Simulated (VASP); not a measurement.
# Fe (Fm-3m) in VASP: a series of runs, part 2 of 2

VASP 6.6.1. Earlier steps stand in the parts before.

### Step 3. Single point, r2SCAN, collinear spin, ferromagnetic start

This run uses another cell than the first one, of 12.12 Å³/atom.

The input, POSCAR:

```
Fe
1.0
    0.0000000000      1.8231307881      1.8231307881
    1.8231307881      0.0000000000      1.8231307881
    1.8231307881      1.8231307881      0.0000000000
Fe
1
Direct
    0.0000000000      0.0000000000      0.0000000000
```

The input, INCAR.step1:

```
SYSTEM = Fe
  PREC = Accurate
  ENCUT = 520
  ISMEAR = -1
  SIGMA = 0.05
  LREAL = .False.
  LASPH = .True.
  NELM = 150
  ISPIN = 2
  MAGMOM = 3
  LMAXMIX = 4
  NBANDS = 14
  GGA = PE
  ALGO = Normal
  EDIFF = 1E-4
  LWAVE = .True.
  LCHARG = .False.
```

The input, INCAR.step2:

```
SYSTEM = Fe
  PREC = Accurate
  ENCUT = 520
  EDIFF = 1E-6
  ISMEAR = -1
  SIGMA = 0.05
  LREAL = .False.
  LASPH = .True.
  NELM = 150
  ALGO = Normal
  ISIF = 2
  LWAVE = .False.
  LCHARG = .False.
  ISPIN = 2
  MAGMOM = 3
  LORBIT = 11
  LMAXMIX = 4
  METAGGA = R2SCAN
  LMIXTAU = .True.
  NBANDS = 14
  ISTART = 1
```

The input, KPOINTS:

```
regular mesh
0
Gamma
  16 16 16
  0 0 0
```

Potentials or basis: VASP PAW PBE potentials, release 64 (Fe).

Started as:

```bash
$ cat potpaw_PBE.64/Fe/POTCAR > POTCAR
$ cp INCAR.step1 INCAR
$ mpirun -np 1 vasp_std > vasp.out
$ cp INCAR.step2 INCAR
$ mpirun -np 1 vasp_std > vasp.out
```

OUTCAR:

```text
SYSTEM = Fe
   PREC = Accurate
   ENCUT = 520
   EDIFF = 1E-6
   ISMEAR = -1
   LREAL = .False.
   LASPH = .True.
   NELM = 150
   ISIF = 2
   ISPIN = 2
   LORBIT = 11
   METAGGA = R2SCAN
   ISTART = 1

 ion  position               nearest neighbor table
   1  0.000  0.000  0.000-

  LATTYP: Found a face centered cubic cell.
 ALAT       =     3.6462615762

  Lattice vectors:

 A1 = (   0.0000000000,   1.8231307881,   1.8231307881)
 A2 = (   1.8231307881,   0.0000000000,   1.8231307881)
 A3 = (   1.8231307881,   1.8231307881,   0.0000000000)

Analysis of symmetry for initial positions (statically):
=====================================================================
 Subroutine PRICEL returns:
 Original cell was already a primitive cell.

 Routine SETGRP: Setting up the symmetry group for a
 face centered cubic supercell.

 Subroutine GETGRP returns: Found 48 space group operations
 (whereof 48 operations were pure point group operations)
 out of a pool of 48 trial point group operations.

The static configuration has the point symmetry O_h .

Analysis of symmetry for dynamics (positions and initial velocities):
=====================================================================
 Subroutine PRICEL returns:
 Original cell was already a primitive cell.

 Routine SETGRP: Setting up the symmetry group for a
 face centered cubic supercell.

 Subroutine GETGRP returns: Found 48 space group operations
 (whereof 48 operations were pure point group operations)
 out of a pool of 48 trial point group operations.

The dynamic configuration has the point symmetry O_h .

Analysis of structural, dynamic, and magnetic symmetry:
=====================================================================
 Subroutine PRICEL returns:
 Original cell was already a primitive cell.

 Routine SETGRP: Setting up the symmetry group for a
 face centered cubic supercell.

 Subroutine GETGRP returns: Found 48 space group operations
 (whereof 48 operations were pure point group operations)
 out of a pool of 48 trial point group operations.

The overall configuration has the point symmetry O_h .

[... 160 lines left out ...]
      7      28.0653      0.00000
      8      32.0032      0.00000
      9      32.0032      0.00000
     10      32.0033      0.00000
     11      34.4031      0.00000
     12      34.4032      0.00000
     13      34.4032      0.00000
     14      37.8897      0.00000
[... 379 lines left out ...]
      3       2.3212      1.00000
      4       2.3392      1.00000
      5       3.0297      1.00000
      6       3.1393      1.00000
      7      26.8686      0.00000
      8      28.5975      0.00000
      9      30.7612      0.00000
     10      32.5115      0.00000
     11      34.5588      0.00000
     12      34.8365      0.00000
     13      37.4737      0.00000
     14      40.1889      0.00000

 [... further k-points ...]

 spin component 2

 k-point     1 :       0.0000    0.0000    0.0000
  band No.  band energies     occupation
      1      -3.6687      1.00000
      2       5.7477      0.26896
      3       5.7477      0.26895
      4       5.7478      0.26872
      5       7.7429      0.00000
      6       7.7429      0.00000
      7      27.2834      0.00000
      8      33.0717      0.00000
      9      33.0717      0.00000
     10      33.0718      0.00000
     11      35.9033      0.00000
     12      35.9034      0.00000
     13      35.9034      0.00000
     14      37.4458      0.00000
[... 379 lines left out ...]
      3       5.8584      0.03866
      4       5.8731      0.02910
      5       7.6112      0.00000
      6       7.7510      0.00000
      7      26.7273      0.00000
      8      29.5041      0.00000
      9      31.6611      0.00000
     10      33.5779      0.00000
     11      35.5766      0.00000
     12      36.0392      0.00000
     13      38.5044      0.00000
     14      41.1815      0.00000

 [... further k-points ...]

------------------------ aborting loop because EDIFF is reached ----------------------------------------

  FORCE on cell =-STRESS in cart. coord.  units (eV):
  Direction    XX          YY          ZZ          XY          YZ          ZX
  --------------------------------------------------------------------------------------
  -------------------------------------------------------------------------------------
  Total       -0.0316903     -0.0316903     -0.0316903      0.0000000      0.0000000     -0.0000000
  in kB       -4.1894186     -4.1894186     -4.1894186      0.0000000      0.0000000     -0.0000000
  external PRESSURE =      -4.1894186 kB  Pullay stress =       0.0000000 kB

 VOLUME and BASIS-vectors are now :
 -----------------------------------------------------------------------------
  energy-cutoff  :      520.00
  volume of cell :       12.12
      direct lattice vectors                 reciprocal lattice vectors
     0.000000000  1.823130788  1.823130788    -0.274253500  0.274253500  0.274253500
     1.823130788  0.000000000  1.823130788     0.274253500 -0.274253500  0.274253500
     1.823130788  1.823130788  0.000000000     0.274253500  0.274253500 -0.274253500

 POSITION                                       TOTAL-FORCE (eV/Angst)
 -----------------------------------------------------------------------------------
      0.00000      0.00000      0.00000        -0.000000      0.000000     -0.000000
 -----------------------------------------------------------------------------------
    total drift:                               -0.000000     -0.000000     -0.000000

  FREE ENERGIE OF THE ION-ELECTRON SYSTEM (eV)
  ---------------------------------------------------
  free  energy   TOTEN  =       -14.2606738063 eV

  energy  without entropy=      -14.2545664375  energy(sigma->0) =      -14.25762012

 total charge

# of ion       s       p       d       tot
------------------------------------------
    1        0.480   0.534   6.129   7.143

 magnetization (x)

# of ion       s       p       d       tot
------------------------------------------
    1       -0.010  -0.089   2.948   2.849
```

OSZICAR.step1:

```text
N       E                     dE             d eps       ncg     rms          rms(c)
DAV:   1     0.215480537578E+02    0.21548E+02   -0.38215E+03  8846   0.692E+02
DAV:   2    -0.809699024235E+01   -0.29645E+02   -0.27392E+02  8786   0.127E+02
DAV:   3    -0.900123750908E+01   -0.90425E+00   -0.89309E+00  9904   0.229E+01
DAV:   4    -0.900422292923E+01   -0.29854E-02   -0.29851E-02  9512   0.120E+00
DAV:   5    -0.900423839072E+01   -0.15461E-04   -0.15462E-04  9754   0.889E-02    0.108E+01
DAV:   6    -0.817994703620E+01    0.82429E+00   -0.12327E+01 10184   0.386E+01    0.642E+00
DAV:   7    -0.806396511372E+01    0.11598E+00   -0.11061E+00  9928   0.108E+01    0.339E+00
DAV:   8    -0.808653292886E+01   -0.22568E-01   -0.19842E-02 10132   0.918E-01    0.223E+00
DAV:   9    -0.805046468704E+01    0.36068E-01   -0.12892E-01 10254   0.257E+00    0.233E+00
DAV:  10    -0.807297866621E+01   -0.22514E-01   -0.42768E-03 11188   0.590E-01    0.155E+00
DAV:  11    -0.809066670536E+01   -0.17688E-01   -0.22065E-02 10066   0.103E+00    0.139E-01
DAV:  12    -0.809052297148E+01    0.14373E-03   -0.60038E-04  9310   0.210E-01    0.222E-01
DAV:  13    -0.809079281474E+01   -0.26984E-03   -0.12285E-04  4824   0.877E-02    0.650E-02
DAV:  14    -0.809081645149E+01   -0.23637E-04   -0.16758E-05  4330   0.318E-02
   1 F= -.80908165E+01 E0= -.80863574E+01  d E =-.891818E-02  mag=     2.5758
```

Wall time 2.1 min (1 thread of AMD EPYC 9R45 (Zen 5), shared host); peak memory 0.13 GiB.

What came out:

```yaml
Free_energy: -14.2607 eV
Pressure: -0.4 GPa
Net_moment: 2.79 μB per cell
Site_moments: Fe +2.85 μB
Valence_electrons_inside_the_program's_atomic_spheres: Fe 7.14
```

Levels at points of the mesh, in eV from the Fermi level:
Spin up:
```csv
k point,band 3,band 4,band 5,band 6,band 7,band 8
"(0.00, 0.00, 0.00)",-3.47,-3.47,-2.58,-2.58,22.37,26.31
"(0.50, 0.00, 0.00)",-3.65,-1.63,-1.63,-0.45,5.46,20.94
"(0.50, 0.50, 0.00)",-1.82,-1.33,-1.33,2.23,8.81,14.10
```
Spin down:
```tsv
k point	band 1	band 2	band 3	band 4	band 5	band 6	band 7
(0.00, 0.00, 0.00)	-9.37	0.05	0.05	0.05	2.05	2.05	21.59
(0.50, 0.00, 0.00)	-3.90	-0.91	0.21	0.21	2.70	2.70	7.90
(0.50, 0.50, 0.00)	-3.38	-2.63	2.03	2.70	2.70	2.98	11.05
```

Caveat: the PAW data sets were made with another functional, which shifts forces and pressure a little.

### Step 4. Single point, r2SCAN, collinear spin, ferromagnetic start

This run uses another cell than the first one, of 12.13 Å³/atom.

The input, POSCAR:

```
Fe
1.0
    0.0000000000      1.8238866770      1.8238866770
    1.8238866770      0.0000000000      1.8238866770
    1.8238866770      1.8238866770      0.0000000000
Fe
1
Direct
    0.0000000000      0.0000000000      0.0000000000
```

The input, INCAR.step1:

```
PREC = Accurate
ENCUT = 520
ISMEAR = 1
SIGMA = 0.025
LREAL = F
LASPH = T
NELM = 150
ISPIN = 2
MAGMOM = 3
LMAXMIX = 4
NBANDS = 14
GGA = PE
ALGO = Normal
EDIFF = 1E-4
LWAVE = T
LCHARG = F
```

The input, INCAR.step2:

```
PREC = Accurate
ENCUT = 520
EDIFF = 1E-7
ISMEAR = 1
SIGMA = 0.025
LREAL = F
LASPH = T
NELM = 150
ALGO = Normal
ISIF = 2
LWAVE = F
LCHARG = F
ISPIN = 2
MAGMOM = 3
LORBIT = 11
LMAXMIX = 4
METAGGA = R2SCAN
LMIXTAU = T
NBANDS = 14
ISTART = 1
```

The input, KPOINTS:

```
Automatic mesh
0
Gamma
  16 16 16
```

Started as:

```bash
$ cat potpaw_PBE.64/Fe/POTCAR > POTCAR
$ cp INCAR.step1 INCAR
$ mpirun -np 1 vasp_std > vasp.out
$ cp INCAR.step2 INCAR
$ mpirun -np 1 vasp_std > vasp.out
```

Run time: 2.1 min. Hardware: 1 thread of AMD EPYC 9R45 (Zen 5), shared host; peak memory 0.13 GiB.

It converged, with:

| Quantity | Value |
| --- | --- |
| Free energy | -14.2577 eV |
| Pressure | -0.8 GPa |
| Net moment | 2.79 μB per cell |
| Site moments | Fe +2.84 μB |
| Valence electrons inside the program's atomic spheres | Fe 7.14 |

Levels at points of the mesh, in eV from the Fermi level:
Spin up:
```csv
k point,band 2,band 3,band 4,band 5,band 6,band 7,band 8,band 9
"(0.00, 0.00, 0.00)",-3.46,-3.46,-3.46,-2.58,-2.58,22.37,26.29,26.29
"(0.50, 0.00, 0.00)",-3.65,-3.65,-1.63,-1.63,-0.44,5.46,20.93,23.77
"(0.50, 0.50, 0.00)",-5.27,-1.82,-1.33,-1.33,2.24,8.80,14.09,14.09
```
Spin down:
```tsv
k point	band 1	band 2	band 3	band 4	band 5	band 6
(0.00, 0.00, 0.00)	-9.36	0.05	0.05	0.05	2.05	2.05
(0.50, 0.00, 0.00)	-3.89	-0.92	0.21	0.21	2.70	2.70
(0.50, 0.50, 0.00)	-3.38	-2.63	2.02	2.70	2.70	2.98
```

Caveat: the PAW data sets were made with another functional, which shifts forces and pressure a little.

### Step 5. Overview

| level | cell | smearing | gap on the mesh (eV) | pressure (GPa) | moment (μB) |
| --- | --- | --- | --- | --- | --- |
| r2SCAN+D4 | a = 2.572 Å, angles 60.0°, 1 atom | fermi-dirac 0.05 eV | none | -0.4 | 2.79 |
| r2SCAN | a = 2.578 Å, angles 60.0°, 1 atom | fermi-dirac 0.05 eV | none | -0.4 | 2.79 |
| r2SCAN | a = 2.579 Å, angles 60.0°, 1 atom | methfessel-paxton 0.025 eV | none | -0.8 | 2.79 |

Alike in all rows: task single point; potentials or basis VASP PAW PBE potentials, release 64 (Fe); spin collinear, ferromagnetic start; k mesh 16 × 16 × 16; cutoff (eV) 520.

Caveats: the PAW data sets were made with another functional, which shifts forces and pressure a little.

Absolute energies hang on the potentials; compare differences alone.
